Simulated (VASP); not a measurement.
Wanted: the native input for a VASP 6.6.1 run.

- Task: relaxation of cell and atoms
- Functional: PBE0
- Potentials or basis: VASP PAW PBE potentials, release 64 (Au)
- Cutoff: 600 eV
- k mesh: 6 × 6 × 6
- Occupations: fermi-dirac, width 0.05 eV
- Spin: no spin polarisation
- Dipole correction: no
- Grid for exact exchange (PRECFOCK): Normal
- Further INCAR settings: ALGO = Normal; EDIFF = 1e-06; IBRION = 2; EDIFFG = -0.01; NSW = 60; ISIF = 3
- Share of exact exchange: 0.25

Au:

```xyz
1
Lattice="-1.6573 1.6573 1.6573 1.6573 -1.6573 1.6573 1.6573 1.6573 -1.6573" Properties=species:S:1:pos:R:3 pbc="T T T"
Au    0.0000    0.0000    0.0000
```

This isn't the form of Au at room conditions, which is fcc.

These files were run (other wordings do the same):

POSCAR

```
Au
1.0
   -1.6572690000      1.6572690000      1.6572690000
    1.6572690000     -1.6572690000      1.6572690000
    1.6572690000      1.6572690000     -1.6572690000
Au
1
Direct
    0.0000000000      0.0000000000      0.0000000000
```

INCAR.step1

```
ALGO = Normal ; EDIFF = 1E-5
ENCUT = 600 ; GGA = PE
ISMEAR = -1 ; LASPH = T
LCHARG = F ; LREAL = F
LWAVE = T ; NBANDS = 12
NELM = 60 ; PREC = Accurate
SIGMA = 0.05
```

INCAR.step2

```
AEXX = 0.25 ; ALGO = Normal
EDIFF = 1E-6 ; EDIFFG = -0.01
ENCUT = 600 ; GGA = PE
IBRION = 2 ; ISIF = 3
ISMEAR = -1 ; ISTART = 1
LASPH = T ; LCHARG = F
LHFCALC = T ; LREAL = F
LWAVE = F ; NELM = 60
NSW = 60 ; PREC = Accurate
PRECFOCK = Normal ; SIGMA = 0.05
```

KPOINTS

```
k-points
0
Gamma
  6 6 6
```

Potentials or basis: VASP PAW PBE potentials, release 64 (Au).

Launch:

```console
$ cat potpaw_PBE.64/Au/POTCAR > POTCAR
$ cp INCAR.step1 INCAR
$ mpirun -np 1 vasp_std > vasp.out
$ cp INCAR.step2 INCAR
$ mpirun -np 1 vasp_std > vasp.out
```

Results of the run:

```yaml
Relaxed_volume: 17.65 Å³/atom
Relaxed_cell: a = 2.841 Å, b = 2.841 Å, c = 2.841 Å, α = 109.47°, β = 109.47°, γ = 109.47°
Space_group_after_relaxing_to_0.1_Å: Im-3m (No. 229)
Energy_gained_by_relaxing: 7.6 meV/atom
Ionic_steps: 3
Pressure_after_relaxing: 0.0 GPa
Band_gap_on_the_k_mesh: zero (an odd number of electrons rules out a gap without spin polarisation)
```

Caveat: the k points lie up to 0.45 Å⁻¹ apart in the final cell, too coarse for converged energies and pressures of a metal; the PAW data sets were made with another functional, which shifts forces and pressure a little; spin-orbit coupling is left out, which moves the levels of the heavy elements.

Run time: 35 min on 1 thread of Intel(R) Xeon(R) Platinum 8259CL CPU @ 2.50GHz (Skylake/Cascade Lake) (shared host), peak memory 0.17 GiB.
